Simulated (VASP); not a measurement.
A run of VASP 6.6.1 is set up as follows.

INCAR

```
SYSTEM = Sb
PREC = Accurate ; ENCUT = 520
EDIFF = 1E-6 ; ISMEAR = -1
SIGMA = 0.1 ; LREAL = .FALSE.
LASPH = .TRUE. ; NELM = 100
ALGO = Normal ; ISIF = 2
LWAVE = .FALSE. ; LCHARG = .TRUE.
GGA = PS ; LELF = .TRUE.
LVHAR = .TRUE. ; NBANDS = 12
```

The input KPOINTS:

```
Automatic mesh
0
G
  9 9 9
  0 0 0
```

POSCAR

```
Sb
1.0
    0.0000000000      3.4851571417      3.4851571417
    3.4851571417      0.0000000000      3.4851571417
    3.4851571417      3.4851571417      0.0000000000
Sb
2
Direct
    0.1250000000      0.1250000000      0.1250000000
    0.8750000000      0.8750000000      0.8750000000
```

Potentials or basis: VASP PAW PBE potentials, release 64 (Sb).

Launch:

```sh
$ cat potpaw_PBE.64/Sb/POTCAR > POTCAR
$ mpirun -np 1 vasp_std > vasp.out
```

Predict the band gap on the k mesh.

zero (band 5 reaches 4.21 eV, above the bottom of band 6 at 3.39 eV).

What does it give for the pressure?

-1.2 GPa.

Caveat: the PAW data sets were made with another functional, which shifts forces and pressure a little; spin-orbit coupling is left out, which moves the levels of the heavy elements.
